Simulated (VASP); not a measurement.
# H (Cmcm) in VASP: relaxation of cell and atoms with PBE

Aim: the relaxation of cell and atoms of H with PBE.

All numbers are computed with VASP 6.6.1; they aren't measurements. Logs are shortened: lines on timing, memory, paths and dates and some standing lists are left out, and cuts for length are marked.

### Step 1. The cell of the first run

It takes space group Cmcm (No. 63, orthorhombic). Conventional cell: a = 3.572 Å, b = 5.730 Å, c = 6.838 Å, α = 90.00°, β = 90.00°, γ = 90.00°. Within 1.0 Å of H (site symmetry m) lie 1 H at 0.75 Å.

### Step 2. Relaxation of cell and atoms, PBE

INCAR

```
PREC = Accurate ; ENCUT = 600
EDIFF = 1E-6 ; ISMEAR = 0
SIGMA = 0.02 ; LREAL = F
LASPH = T ; NELM = 60
ALGO = Normal ; ISIF = 3
LWAVE = F ; LCHARG = F
GGA = PE ; IBRION = 2
NSW = 100 ; EDIFFG = -0.01
```

KPOINTS

```
Automatic mesh
0
Gamma
  8 8 4
```

POSCAR

```
H
1.0
    1.7860521090     -2.8651041797      0.0000000000
    1.7860521090      2.8651041797      0.0000000000
    0.0000000000      0.0000000000      6.8376194868
H
4
Direct
    0.5539867033      0.4460132967      0.9689569962
    0.4460132967      0.5539867033      0.0310430038
    0.4460132967      0.5539867033      0.4689569962
    0.5539867033      0.4460132967      0.5310430038
```

Potentials or basis: VASP PAW PBE potentials, release 64 (H).

Started as:

```sh
$ cat potpaw_PBE.64/H/POTCAR > POTCAR
$ mpirun -np 1 vasp_std > vasp.out
```

OUTCAR:

```text
PREC = Accurate
   ENCUT = 600
   EDIFF = 1E-6
   ISMEAR = 0
   LREAL = F
   LASPH = T
   NELM = 60
   ISIF = 3
   GGA = PE
   IBRION = 2
   NSW = 100
   EDIFFG = -0.01

 ion  position               nearest neighbor table
   1  0.554  0.446  0.969-   2 0.75
   2  0.446  0.554  0.031-   1 0.75
   3  0.446  0.554  0.469-   4 0.75
   4  0.554  0.446  0.531-   3 0.75

  LATTYP: Found a base centered orthorhombic cell.
 ALAT       =     3.5721042180
 B/A-ratio  =     1.6041548649
 C/A-ratio  =     1.9141713314

  Lattice vectors:

 A1 = (   1.7860521090,  -2.8651041797,   0.0000000000)
 A2 = (   1.7860521090,   2.8651041797,   0.0000000000)
 A3 = (   0.0000000000,   0.0000000000,   6.8376194868)

Analysis of symmetry for initial positions (statically):
=====================================================================
 Subroutine PRICEL returns:
 Original cell was already a primitive cell.

 Routine SETGRP: Setting up the symmetry group for a
 base centered orthorhombic supercell.

 Subroutine GETGRP returns: Found  8 space group operations
 (whereof  4 operations were pure point group operations)
 out of a pool of  8 trial point group operations.

The static configuration has the point symmetry C_2h.
 The point group associated with its full space group is D_2h.

Analysis of symmetry for dynamics (positions and initial velocities):
=====================================================================
 Subroutine PRICEL returns:
 Original cell was already a primitive cell.

 Routine SETGRP: Setting up the symmetry group for a
 base centered orthorhombic supercell.

 Subroutine GETGRP returns: Found  8 space group operations
 (whereof  4 operations were pure point group operations)
 out of a pool of  8 trial point group operations.

The dynamic configuration has the point symmetry C_2h.
 The point group associated with its full space group is D_2h.

 Subroutine INISYM returns: Found  8 space group operations
 (whereof  4 operations are pure point group operations),
 and found     1 'primitive' translations

----------------------------------------------------------------------------------------

                                     Primitive cell

  volume of cell :      69.9793

  direct lattice vectors                    reciprocal lattice vectors
     1.786052109 -2.865104180  0.000000000     0.279947039 -0.174513724  0.000000000
     1.786052109  2.865104180  0.000000000     0.279947039  0.174513724  0.000000000
     0.000000000  0.000000000  6.837619487     0.000000000  0.000000000  0.146249729

  length of vectors
     3.376211501  3.376211501  6.837619487     0.329886927  0.329886927  0.146249729

  position of ions in fractional coordinates (direct lattice)
     0.553986703  0.446013297  0.968956996
     0.446013297  0.553986703  0.031043004
     0.446013297  0.553986703  0.468956996
     0.553986703  0.446013297  0.531043004

  ion indices of the primitive-cell ions
   primitive index   ion index
                 1           1
                 2           2
                 3           3
                 4           4

----------------------------------------------------------------------------------------

 KPOINTS: Automatic mesh

Automatic generation of k-mesh.
 Grid dimensions read from file:
 generate k-points for:    8    8    4

 Generating k-lattice:

  Cartesian coordinates                     Fractional coordinates (reciprocal lattice)
     0.034993380 -0.021814215  0.000000000     0.125000000  0.000000000  0.000000000
     0.034993380  0.021814215  0.000000000     0.000000000  0.125000000  0.000000000
     0.000000000  0.000000000  0.036562432     0.000000000  0.000000000  0.250000000

  Length of vectors
     0.041235866  0.041235866  0.036562432

  Shift w.r.t. Gamma in fractional coordinates (k-lattice)
     0.000000000  0.000000000  0.000000000

 Subroutine IBZKPT returns following result:
 ===========================================

 Found     63 irreducible k-points:

 Following reciprocal coordinates:
            Coordinates               Weight
  0.000000  0.000000  0.000000      1.000000
  0.125000  0.000000  0.000000      4.000000
  0.250000  0.000000  0.000000      4.000000
  0.375000  0.000000  0.000000      4.000000
  0.500000  0.000000  0.000000      2.000000
  0.125000  0.125000  0.000000      2.000000
[... 16 lines left out ...]
  0.125000  0.000000  0.250000      8.000000
  0.250000  0.000000  0.250000      8.000000
 [... further k-points ...]
   k-points           NKPTS =     63   k-points in BZ     NKDIM =     63   number of bands    NBANDS=      6
   number of dos      NEDOS =    301   number of ions     NIONS =      4
   total plane-waves  NPLWV =  43904
   dimension x,y,z NGX =    28 NGY =   28 NGZ =   56
   dimension x,y,z NGXF=    56 NGYF=   56 NGZF=  112
   ions per type =               4
   NGX,Y,Z   is equivalent  to a cutoff of  13.79, 13.79, 13.62 a.u.
   NGXF,Y,Z  is equivalent  to a cutoff of  27.57, 27.57, 27.23 a.u.
 SYSTEM =  unknown system
   PREC   = accura    normal or accurate (medium, high low for compatibility)
   ISTART =      0    job   : 0-new  1-cont  2-samecut
   ICHARG =      2    charge: 1-file 2-atom 10-const
   ISPIN  =      1    spin polarized calculation?
   LNONCOLLINEAR =      F non collinear calculations
   LSORBIT =      F    spin-orbit coupling
   LASPH  =      T    aspherical Exc in radial PAW
   ENCUT  =  600.0 eV  44.10 Ry    6.64 a.u.   6.74  6.74 13.66*2*pi/ulx,y,z
   NELM   =     60;   NELMIN=  2; NELMDL= -5     # of ELM steps
   EDIFF  = 0.1E-05   stopping-criterion for ELM
   LREAL  =      F    real-space projection
   EDIFFG = -.1E-01   stopping-criterion for IOM
   NSW    =    100    number of steps for IOM
   IBRION =      2    ionic relax: 0-MD 1-quasi-New 2-CG
   NFREE  =      1    steps in history (QN), initial steepest desc. (CG)
   ISIF   =      3    stress and relaxation
   ISYM   =      2    0-nonsym 1-usesym 2-fastsym
   POTIM  = 0.5000    time-step for ionic-motion
   TEBEG  =    0.0;   TEEND  =   0.0 temperature during run
   PSTRESS=    0.0 pullay stress
   NELECT =       4.0000    total number of electrons
   NUPDOWN=      -1.0000    fix difference up-down
   EMIN   =  10.00;   EMAX   =-10.00  energy-range for DOS
   EFERMI =   0.00;   METHOD = LEGACY
   ISMEAR =     0;   SIGMA  =   0.02  broadening in eV -4-tet -1-fermi 0-gaus
   EFERMI_NEDOS =   21; number of points for ismear=-14 and -15
   IALGO  =     38    algorithm
   IMIX   =      4    mixing-type and parameters
     AMIX     =   0.40;   BMIX     =  1.00
     AMIX_MAG =   1.60;   BMIX_MAG =  1.00
  volume/ion in A,a.u.               =      17.49       118.06
  Fermi-wavevector in a.u.,A,eV,Ry     =   0.630626  1.191710  5.410884  0.397689
  Thomas-Fermi vector in A             =   1.693323
   LORBIT       =      0    0 simple, 1 ext, 2 COOP (PROOUT), +10 PAW based schemes
   GGA     = PE    functional components
   LHFCALC =     F    Hartree Fock is set to
   AEXX    =    0.0000 exact exchange contribution
   IVDW    =     0    specifies the selected vdW correction
   LEPSILON=     F    determine dielectric tensor
   LRPA    =     F    only Hartree local field effects (RPA)
 conjugate gradient relaxation of ions
 non-spin polarized calculation
 Gauss-broadening in eV      SIGMA  =   0.02
  energy-cutoff  :      600.00
  volume of cell :       69.98
 maximum number of plane-waves:      2364
   NGX = 13   NGY = 13   NGZ = 27

 number of electron       4.0000000 magnetization

 Free energy of the ion-electron system (eV)
  ---------------------------------------------------
  ext. energy  EPLUGINS =         0.00000000
  ---------------------------------------------------
  free energy    TOTEN  =       -13.57859351 eV

  energy without entropy =      -13.57859351  energy(sigma->0) =      -13.57859351

 E-fermi :  -8.8655     XC(G=0):  -4.3884

 val. band max:       -8.9454169331   @ k =   0.5000   0.5000   0.0000
 cond. band min:      -0.1050438301   @ k =   0.0000   0.0000   0.0000
 fundamental gap:      8.8403731029
 Fermi energy:        -8.8654860320

 k-point     1 :       0.0000    0.0000    0.0000
  band No.  band energies     occupation
      1     -10.2513      2.00000
      2      -9.7440      2.00000
      3      -0.1050      0.00000
      4       2.5455      0.00000
      5       6.1048      0.00000
      6       6.5478      0.00000

 k-point     2 :       0.1250    0.0000    0.0000
  band No.  band energies     occupation
      1     -10.1526      2.00000
      2      -9.6618      2.00000
      3       0.1189      0.00000
      4       2.3554      0.00000
      5       5.3902      0.00000
      6       6.7107      0.00000

 k-point     3 :       0.2500    0.0000    0.0000
  band No.  band energies     occupation
      1      -9.8990      2.00000
      2      -9.4529      2.00000
      3       0.7155      0.00000
      4       1.8466      0.00000
      5       4.0821      0.00000
      6       6.4686      0.00000

 k-point     4 :       0.3750    0.0000    0.0000
  band No.  band energies     occupation
      1      -9.6188      2.00000
      2      -9.2270      2.00000
      3       0.7781      0.00000
      4       2.1277      0.00000
      5       3.0136      0.00000
      6       6.0125      0.00000

 k-point     5 :       0.5000    0.0000    0.0000
  band No.  band energies     occupation
      1      -9.4933      2.00000
      2      -9.1276      2.00000
      3       0.5133      0.00000
      4       2.6095      0.00000
      5       2.9064      0.00000
      6       5.2820      0.00000

 k-point     6 :       0.1250    0.1250    0.0000
  band No.  band energies     occupation
      1      -9.9947      2.00000
      2      -9.5328      2.00000
      3       0.5483      0.00000
      4       2.1234      0.00000
      5       5.1998      0.00000
      6       5.9197      0.00000

 k-point     7 :       0.2500    0.1250    0.0000
  band No.  band energies     occupation
      1      -9.7273      2.00000
      2      -9.3151      2.00000
      3       1.2354      0.00000
      4       1.7720      0.00000
      5       4.0029      0.00000
      6       4.7945      0.00000

 k-point     8 :       0.3750    0.1250    0.0000
  band No.  band energies     occupation
      1      -9.4988      2.00000
      2      -9.1310      2.00000
      3       0.8780      0.00000
      4       2.5936      0.00000
      5       3.0143      0.00000
      6       4.5431      0.00000
[... 91 lines left out ...]
 k-point    19 :       0.5000    0.3750    0.0000
  band No.  band energies     occupation
      1      -9.3223      2.00000
      2      -8.9746      2.00000
      3       0.2555      0.00000
      4       2.0908      0.00000
      5       3.4898      0.00000
      6       4.7083      0.00000

 k-point    20 :      -0.3750    0.3750    0.0000
  band No.  band energies     occupation
      1      -9.4515      2.00000
      2      -9.0769      2.00000
      3       0.3165      0.00000
      4       2.2557      0.00000
      5       2.6474      0.00000
      6       6.0875      0.00000

 k-point    21 :       0.5000    0.5000    0.0000
  band No.  band energies     occupation
      1      -9.2881      2.00000
      2      -8.9454      2.00000
      3       0.0345      0.00000
      4       1.8426      0.00000
      5       3.7946      0.00000
      6       5.4822      0.00000

 k-point    22 :       0.0000    0.0000    0.2500
  band No.  band energies     occupation
      1     -10.1838      2.00000
      2      -9.8260      2.00000
      3       0.2337      0.00000
      4       2.0989      0.00000
      5       6.0303      0.00000
      6       6.3726      0.00000

 k-point    23 :       0.1250    0.0000    0.2500
  band No.  band energies     occupation
      1     -10.0871      2.00000
      2      -9.7408      2.00000
      3       0.4379      0.00000
      4       2.0456      0.00000
      5       5.3362      0.00000
      6       6.0107      0.00000

 k-point    24 :       0.2500    0.0000    0.2500
  band No.  band energies     occupation
      1      -9.8388      2.00000
      2      -9.5240      2.00000
      3       0.9608      0.00000
      4       1.7938      0.00000
      5       4.0465      0.00000
      6       5.4145      0.00000

 [... further k-points ...]

------------------------ aborting loop because EDIFF is reached ----------------------------------------

  FORCE on cell =-STRESS in cart. coord.  units (eV):
  Direction    XX          YY          ZZ          XY          YZ          ZX
  --------------------------------------------------------------------------------------
  -------------------------------------------------------------------------------------
  Total       -0.0035733     -0.0251422     -0.0090536      0.0000000      0.0000000      0.0000000
  in kB       -0.0818106     -0.5756313     -0.2072819      0.0000000      0.0000000      0.0000000
  external PRESSURE =      -0.2882412 kB  Pullay stress =       0.0000000 kB

 VOLUME and BASIS-vectors are now :
 -----------------------------------------------------------------------------
  energy-cutoff  :      600.00
  volume of cell :       69.98
      direct lattice vectors                 reciprocal lattice vectors
     1.786052109 -2.865104180  0.000000000     0.279947039 -0.174513724  0.000000000
     1.786052109  2.865104180  0.000000000     0.279947039  0.174513724  0.000000000
     0.000000000  0.000000000  6.837619487     0.000000000  0.000000000  0.146249729

 POSITION                                       TOTAL-FORCE (eV/Angst)
 -----------------------------------------------------------------------------------
      1.78605     -0.30936      6.62536         0.000000      0.008348      0.005504
      1.78605      0.30936      0.21226         0.000000     -0.008348     -0.005504
      1.78605      0.30936      3.20655         0.000000     -0.008348      0.005504
      1.78605     -0.30936      3.63107         0.000000      0.008348     -0.005504
 -----------------------------------------------------------------------------------
    total drift:                                0.000000     -0.000000      0.000000

  FREE ENERGIE OF THE ION-ELECTRON SYSTEM (eV)
  ---------------------------------------------------
  free  energy   TOTEN  =       -13.5785935101 eV

  energy  without entropy=      -13.5785935101  energy(sigma->0) =      -13.57859351

 reached required accuracy - stopping structural energy minimisation
```

Run time: 10 s. Hardware: 1 thread of Intel Xeon 6975P-C (Granite Rapids), shared host; peak memory 0.19 GiB.

Results:

- Free energy: -13.5786 eV
- Pressure after relaxing: 0.0 GPa
- Largest force after relaxing: 0.010 eV/Å
- Band gap on the k mesh: 8.84 eV (least direct gap 8.98 eV)

Forces in eV/Å, atoms in the order of the input:
```
H    0.000  0.008  0.006
H    0.000 -0.008 -0.006
H    0.000 -0.008  0.006
H    0.000  0.008 -0.006
```

Final structure:
```cif
data_structure
_symmetry_space_group_name_H-M 'P 1'
_symmetry_Int_Tables_number 1
_cell_length_a 3.3762
_cell_length_b 3.3762
_cell_length_c 6.8376
_cell_angle_alpha 90.000
_cell_angle_beta 90.000
_cell_angle_gamma 116.123
_cell_volume 69.98
loop_
_atom_site_label
_atom_site_type_symbol
_atom_site_fract_x
_atom_site_fract_y
_atom_site_fract_z
_atom_site_occupancy
H1 H 0.55399 0.44601 0.96896 1
H2 H 0.44601 0.55399 0.03104 1
H3 H 0.44601 0.55399 0.46896 1
H4 H 0.55399 0.44601 0.53104 1
```

Levels at points of the mesh, in eV from the valence-band top:
```csv
k point,band 1,band 2,band 3,band 4,band 5,band 6
"(0.00, 0.00, 0.00)",-1.31,-0.80,8.84,11.49,15.05,15.49
"(0.50, 0.00, 0.00)",-0.55,-0.18,9.46,11.55,11.85,14.23
"(0.50, 0.50, 0.00)",-0.34,0.00,8.98,10.79,12.74,14.43
"(0.00, 0.00, 0.50)",-1.07,-1.07,10.06,10.06,15.05,15.05
"(0.50, 0.00, 0.50)",-0.37,-0.37,10.20,10.20,13.10,13.10
"(0.50, 0.50, 0.50)",-0.18,-0.18,9.67,9.67,13.83,13.83
```

Caveat: the relaxation stopped at its first step, so nothing moved; this functional lacks dispersion, which holds the molecules together, so the pressure and a relaxed volume are unreliable.
